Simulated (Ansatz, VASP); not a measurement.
**SiO3 in VASP and in Ansatz**

```
Si O
1.0
    -1.39492    1.39492    4.43650
     1.39492   -1.39492    4.43650
     1.39492    1.39492   -4.43650
Si O
1 3
Direct
  0.00000 0.00000 0.00000
  0.50000 0.50000 0.00000
  0.25000 0.75000 0.50000
  0.75000 0.25000 0.50000
```

Alike in both runs: task relaxation of cell and atoms; functional PBE; k mesh 22 × 22 × 22; occupations gaussian, width 0.1 eV; no spin polarisation.

|  | VASP | Ansatz |
| --- | --- | --- |
| version | VASP 6.6.1 | Ansatz 0.2.0 |
| potentials or method | VASP PAW PBE potentials, release 64 (Si, O), cutoff 600 eV | scalar-relativistic, plane waves, PAW |
| valence electrons in the cell | 22 | 22 |

VASP gave:

```
gap on the k mesh at the Fermi level, each at its own relaxed structure (eV)  : none
relaxed volume (Å³/atom)                                                      : 8.57
relaxed length of the cell vector where the two differ most in proportion (Å) : 4.826
```

Problem. Estimate Ansatz's values.

Solution. gap on the k mesh at the Fermi level, each at its own relaxed structure (eV): none; relaxed volume (Å³/atom): 8.59; relaxed length of the cell vector where the two differ most in proportion (Å): 4.833.

A gap of «none» marks a metal or a gap that the smearing closes.
